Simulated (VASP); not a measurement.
Ta18N17 (a cell with a defect), 35 atoms in the cell. The cell holds a defect, 35 atoms: a = 8.969 Å, b = 8.969 Å, c = 5.792 Å, α = 90.00°, β = 90.00°, γ = 120.00°. 

| Item | Value |
| --- | --- |
| Program | VASP 6.6.1 |
| Task | single point |
| Functional | PBEsol |
| Potentials or basis | VASP PAW PBE potentials, release 64 (Ta_pv, N) |
| Cutoff | 520 eV |
| k mesh | 1 × 1 × 1 |
| Occupations | methfessel-paxton, width 0.1 eV |
| Spin | no spin polarisation |
| Dipole correction | no |
| Further INCAR settings | LREAL = Auto; ALGO = Normal; EDIFF = 1e-07; NBANDS = 164 |

Potentials or basis: VASP PAW PBE potentials, release 64 (Ta_pv, N).

The run is started by

```bash
$ cat potpaw_PBE.64/Ta_pv/POTCAR potpaw_PBE.64/N/POTCAR > POTCAR
$ mpirun -np 1 vasp_gam > vasp.out
```

Hardware: 1 thread of Intel Xeon 8259CL (shared host).

Estimate the wall time of this run.

It took 6.2 min on 1 thread of Intel Xeon 8259CL (shared host), peak memory 0.51 GiB. Counts: scf iterations 17, k points 1.
